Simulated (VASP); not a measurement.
Input of a VASP 6.6.1 run:

File INCAR:

```
SYSTEM = Fe
  PREC = Accurate
  ENCUT = 520
  EDIFF = 1E-7
  ISMEAR = -1
  SIGMA = 0.05
  LREAL = .FALSE.
  LASPH = .TRUE.
  NELM = 150
  ALGO = Fast
  ISIF = 2
  LWAVE = .FALSE.
  LCHARG = .FALSE.
  ISPIN = 2
  MAGMOM = 3
  LORBIT = 11
  LMAXMIX = 4
  GGA = PE
  NBANDS = 14
```

File KPOINTS:

```
Automatic mesh
0
G
  12 12 12
  0 0 0
```

The input POSCAR:

```
Fe
1.0
    0.0000000000      1.8277755852      1.8277755852
    1.8277755852      0.0000000000      1.8277755852
    1.8277755852      1.8277755852      0.0000000000
Fe
1
Direct
    0.0000000000      0.0000000000      0.0000000000
```

Potentials or basis: VASP PAW PBE potentials, release 64 (Fe).

Command:

```bash
$ cat potpaw_PBE.64/Fe/POTCAR > POTCAR
$ mpirun -np 1 vasp_std > vasp.out
```

Task: Predict the pressure.

Result: -2.3 GPa.

Task: Predict the site moments.

Result: Fe +2.61 μB.

Task: Estimate the net moment.

Result: 2.61 μB per cell.
